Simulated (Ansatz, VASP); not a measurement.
## H in VASP and in Ansatz

Contents of INCAR:

```
  PREC = Accurate
  ENCUT = 910
  EDIFF = 1E-7
  ISMEAR = -1
  SIGMA = 0.05
  LREAL = False
  LASPH = True
  NELM = 120
  ALGO = Normal
  ISIF = 3
  LWAVE = False
  LCHARG = False
  GGA = PE
  IBRION = 2
  NSW = 60
  EDIFFG = -0.01
  GGA_COMPAT = False
  NELMIN = 4
```

KPOINTS

```
regular mesh
0
Gamma
  11 11 11
```

POSCAR

```
H
1.0
   -1.6915344700      1.6915344700      2.0584739900
    1.6915344700     -1.6915344700      2.0584739900
    1.6915344700      1.6915344700     -2.0584739900
H
2
Direct
    0.0901377100      0.0901377100      0.0000000000
    0.9098622900      0.9098622900      0.0000000000
```

The input input.yaml:

```yaml
crystal:
  lattice:
    - [-1.69153447, 1.69153447, 2.05847399]
    - [1.69153447, -1.69153447, 2.05847399]
    - [1.69153447, 1.69153447, -2.05847399]
  atoms:
    - { symbol: H, position: [0.09013771, 0.09013771, 0.0] }
    - { symbol: H, position: [0.90986229, 0.90986229, 0.0] }
hamiltonian:
  xc: pbe
  pseudopotentials: { kind: paw }
kpoints:
  mp_grid: { grid: [11, 11, 11] }
scf:
  occupations: { method: fermi_dirac, width: 0.05 }
output:
  forces: true
  stress: true
  eigenvalues: true
  write_density: true
  write_potential: true
  elf: true
  volumetric_format: npy
relax:
  f_tol: 0.01
  max_steps: 40
  cell: { stress_tol: 0.05 }
```

Alike in both runs: task relaxation of cell and atoms; functional PBE; k mesh 11 × 11 × 11; occupations fermi-dirac, width 0.05 eV; no spin polarisation.

|  | VASP | Ansatz |
| --- | --- | --- |
| version | VASP 6.6.1 | Ansatz 0.2.0 |
| potentials or method | VASP PAW PBE potentials, release 64 (H_h) | Ansatz PAW |
| plane-wave cutoff (eV) | 910 | 420 |
| valence electrons in the cell | 2 | 2 |

```tsv
	VASP	Ansatz	Ansatz less VASP
gap on the k mesh at the Fermi level, each at its own relaxed structure (eV)	9.13	9.34	+0.207
relaxed volume (Å³/atom)	13.15	15.74	+2.584
relaxed cell length with the largest relative difference (Å)	3.277	3.480	+0.2026
```

One of these differences is far larger than is usual between the two programs; its cause wasn't traced.

Noted on Ansatz's run: the volume moved by over 15 % at a fixed basis, so the end points are rough; odd divisions of the mesh miss points on the zone boundary, where band edges often lie, so the gap on the mesh can be too wide; the plane-wave basis is chosen anew once the cell has moved, so the energies of steps on either side of that aren't comparable.
